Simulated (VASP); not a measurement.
Runs of VASP 6.6.1 on Sc. The structure is that of space group I4/mmm (No. 139), or close to it. The cells are those of the table. 

```tsv
cell	gap on the mesh (eV)	pressure (GPa)
a = 3.568 Å, angles 116.4, 116.4, 96.3°, 1 atom	none	(b)
a = 3.638 Å, angles 116.4, 116.4, 96.3°, 1 atom	none	-10.0
a = 3.519 Å, angles 116.4, 116.4, 96.3°, 1 atom	none	-8.7
a = 3.615 Å, angles 116.4, 116.4, 96.3°, 1 atom	none	-9.8
a = 3.495 Å, angles 116.4, 116.4, 96.3°, 1 atom	none	(a)
a = 3.591 Å, angles 116.4, 116.4, 96.3°, 1 atom	none	-9.6
a = 3.544 Å, angles 116.4, 116.4, 96.3°, 1 atom	none	-9.1
```

Alike in all rows: task single point; level PBE; potentials or basis VASP PAW PBE potentials, release 64 (Sc_sv); no spin polarisation; k mesh 9 × 9 × 9; cutoff (eV) 500; smearing fermi-dirac 0.1 eV.

Q: Estimate the missing entries.

A: (a) -8.3; (b) -9.4.

Caveats: the cell stands under tension.

A gap of «none» marks levels without a gap at the run's occupations.
